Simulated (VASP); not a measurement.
Write the native input for VASP 6.6.1 that does the following.

* Task: single point
* Functional: r2SCAN
* Potentials or basis: VASP PAW PBE potentials, release 64 (Ir)
* Cutoff: 520 eV
* k mesh: 9 × 9 × 4
* Occupations: gaussian, width 0.1 eV
* Spin: no spin polarisation
* Dipole correction: no
* Further INCAR settings: ALGO = Normal; EDIFF = 1e-06; NBANDS = 16

Ir:

```
Ir
1.0
     2.75138    0.00000    0.00000
    -1.37569    2.38276    0.00000
     0.00000    0.00000    4.46229
Ir
2
Cartesian
  1.3757 0.7943 3.3467
  0.0000 1.5885 1.1156
```

These files were run (other wordings do the same):

POSCAR

```
Ir
1.0
    2.7513778946      0.0000000000      0.0000000000
   -1.3756889473      2.3827631521      0.0000000000
    0.0000000000      0.0000000000      4.4622900000
Ir
2
Direct
    0.6666666700      0.3333333300      0.7500000000
    0.3333333300      0.6666666700      0.2500000000
```

INCAR.step1

```
ALGO     = Normal         # electronic algorithm
EDIFF    = 1E-4           # SCF threshold, eV
ENCUT    = 520            # plane-wave cutoff, eV
GGA      = PE             # functional
ISMEAR   = 0              # smearing method
LASPH    = T              # aspherical terms in the spheres
LCHARG   = F              # write CHGCAR
LREAL    = F              # projectors in reciprocal space
LWAVE    = T              # write WAVECAR
NBANDS   = 16             # bands
NELM     = 80             # most SCF steps
PREC     = Accurate       # precision mode
SIGMA    = 0.1            # smearing width, eV
```

INCAR.step2

```
ALGO     = Normal         # electronic algorithm
EDIFF    = 1E-6           # SCF threshold, eV
ENCUT    = 520            # plane-wave cutoff, eV
ISIF     = 2              # what is computed and relaxed
ISMEAR   = 0              # smearing method
ISTART   = 1            
LASPH    = T              # aspherical terms in the spheres
LCHARG   = F              # write CHGCAR
LMIXTAU  = T            
LREAL    = F              # projectors in reciprocal space
LWAVE    = F              # write WAVECAR
METAGGA  = R2SCAN         # meta-GGA
NBANDS   = 16             # bands
NELM     = 80             # most SCF steps
PREC     = Accurate       # precision mode
SIGMA    = 0.1            # smearing width, eV
```

KPOINTS

```
k-points
0
Gamma
  9 9 4
```

Potentials or basis: VASP PAW PBE potentials, release 64 (Ir).

Command:

```console
$ cat potpaw_PBE.64/Ir/POTCAR > POTCAR
$ cp INCAR.step1 INCAR
$ mpirun -np 1 vasp_std > vasp.out
$ cp INCAR.step2 INCAR
$ mpirun -np 1 vasp_std > vasp.out
```

It gave:

The pressure is -7.2 GPa and the band gap on the k mesh is zero (band 9 reaches 10.63 eV, above the bottom of band 10 at 7.62 eV).

Caveat: the PAW data sets were made with another functional, which shifts forces and pressure a little; spin-orbit coupling is left out, which moves the levels of the heavy elements.

Run time: 2.3 min on 1 thread of AMD EPYC 7R13, with other jobs on the host, peak memory 0.12 GiB.
